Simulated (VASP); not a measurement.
Write the native input for VASP 6.6.1 that does the following.

| Quantity | Value |
| --- | --- |
| Task | single point |
| Functional | PBEsol |
| Potentials or basis | VASP PAW PBE potentials, release 64 (B, N) |
| Cutoff | 520 eV |
| k mesh | 9 × 9 × 6 |
| Occupations | gaussian, width 0.02 eV |
| Spin | no spin polarisation |
| Dipole correction | no |
| Further INCAR settings | ALGO = Normal; EDIFF = 1e-07; NBANDS = 16 |

The structure of BN lies in POSCAR:

```
BN
1.0
    2.5024521521      0.0000000000      0.0000000000
   -1.2512260760      2.1671871355      0.0000000000
    0.0000000000      0.0000000000      4.2124704492
B N
2 2
Direct
    0.3333333333      0.6666666667      0.0000745354
    0.6666666667      0.3333333333      0.5000745354
    0.3333333333      0.6666666667      0.3739254646
    0.6666666667      0.3333333333      0.8739254646
```

This cell differs from its parent crystal: strained cell.

One way to write it, as run:

INCAR

```
SYSTEM = BN
  PREC = Accurate
  ENCUT = 520
  EDIFF = 1E-7
  ISMEAR = 0
  SIGMA = 0.02
  LREAL = .False.
  LASPH = .True.
  NELM = 60
  ALGO = Normal
  ISIF = 2
  LWAVE = .False.
  LCHARG = .True.
  GGA = PS
  LELF = .True.
  LVHAR = .True.
  NBANDS = 16
```

KPOINTS

```
Automatic mesh
0
Gamma
  9 9 6
  0 0 0
```

Potentials or basis: VASP PAW PBE potentials, release 64 (B, N).

Run with:

```console
$ cat potpaw_PBE.64/B/POTCAR potpaw_PBE.64/N/POTCAR > POTCAR
$ mpirun -np 1 vasp_std > vasp.out
```

Results of the run:

```yaml
Pressure: 12.3 GPa
Largest_force: 0.010 eV/Å
Band_gap_on_the_k_mesh: 4.79 eV (least direct gap 8.16 eV)
```

Caveat: the cell differs from its parent crystal (strained cell); the cell stands under pressure; the PAW data sets were made with another functional, which shifts forces and pressure a little; an odd mesh through Γ misses points on the zone boundary, where band edges can lie.

Run time: 32 s on 1 thread of Intel Xeon 8259CL, on a shared host, peak memory 0.14 GiB.
